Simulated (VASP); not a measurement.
## Al: single point with PBEsol+D3(BJ)

Crystal: Al.

```xyz
2
Lattice="2.7518 0.0000 0.0000 -1.3759 2.3831 0.0000 0.0000 0.0000 4.5820" Properties=species:S:1:pos:R:3 pbc="T T T"
Al    1.3759    0.7944    3.4365
Al    0.0000    1.5887    1.1455
```

```json
{
  "Program": "VASP 6.6.1",
  "Task": "single point",
  "Functional": "PBEsol",
  "Dispersion": "D3(BJ)",
  "Potentials or basis": "VASP PAW PBE potentials, release 64 (Al)",
  "Cutoff": "520 eV",
  "k mesh": "18 × 18 × 10",
  "Occupations": "gaussian, width 0.1 eV",
  "Spin": "no spin polarisation"
}
```

The pressure is 4.1 GPa and the band gap on the k mesh is zero (band 3 reaches 13.11 eV, above the bottom of band 4 at 5.68 eV). The dispersion energy per atom is -0.349 eV.

Levels at points of the mesh, in eV from the Fermi level:
```csv
k point,band 1,band 2,band 3,band 4,band 5,band 6,band 7
"(0.00, 0.00, 0.00)",-11.79,-5.08,-4.76,11.69,11.69,11.75,11.75
"(0.50, 0.00, 0.00)",-5.48,-5.44,0.59,1.13,1.34,1.86,6.30
"(0.00, 0.00, 0.50)",-10.04,-10.04,3.25,3.25,12.63,12.63,12.63
"(0.50, 0.00, 0.50)",-4.19,-4.19,-3.28,-3.28,7.75,7.75,7.77
```

It took 16 s on 1 thread of Intel(R) Xeon(R) 6975P-C (Granite Rapids), with other jobs on the host, peak memory 0.18 GiB.

Caveat: the PAW data sets were made with another functional, which shifts forces and pressure a little; pairwise dispersion overbinds metals, which lowers pressure and volume.
